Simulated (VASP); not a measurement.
## LiF: single point with HSE06

The system is LiF.

```
CELL_PARAMETERS angstrom
0.00000 2.14461 2.14461
2.14461 0.00000 2.14461
2.14461 2.14461 0.00000
ATOMIC_POSITIONS crystal
Li 0.00000 0.00000 0.00000
F 0.25000 0.25000 0.25000
```

```json
{
  "Program": "VASP 6.6.1",
  "Task": "single point",
  "Functional": "HSE06",
  "Potentials or basis": "VASP PAW PBE potentials, release 64 (Li_sv, F)",
  "Cutoff": "520 eV",
  "k mesh": "6 × 6 × 6",
  "Occupations": "gaussian, width 0.01 eV",
  "Spin": "no spin polarisation"
}
```

The band gap on the k mesh is 10.09 eV.

Levels at points of the mesh, in eV from the valence-band top:
```csv
k point,band 1,band 2,band 3,band 4,band 5,band 6,band 7,band 8,band 9,band 10
"(0.00, 0.00, 0.00)",-42.36,-20.90,0.00,0.00,0.00,10.09,21.99,21.99,21.99,30.59
"(0.50, 0.00, 0.00)",-42.32,-20.71,-2.06,-0.28,-0.28,14.29,17.35,21.59,21.59,28.83
"(0.50, 0.50, 0.00)",-42.30,-20.65,-1.49,-0.84,-0.84,12.79,18.37,22.16,22.16,24.34
```

It took 2.9 min on 1 thread of Intel(R) Xeon(R) 6975P-C (Granite Rapids), with other jobs on the host, peak memory 0.23 GiB.

Caveat: the k points lie up to 0.42 Å⁻¹ apart.
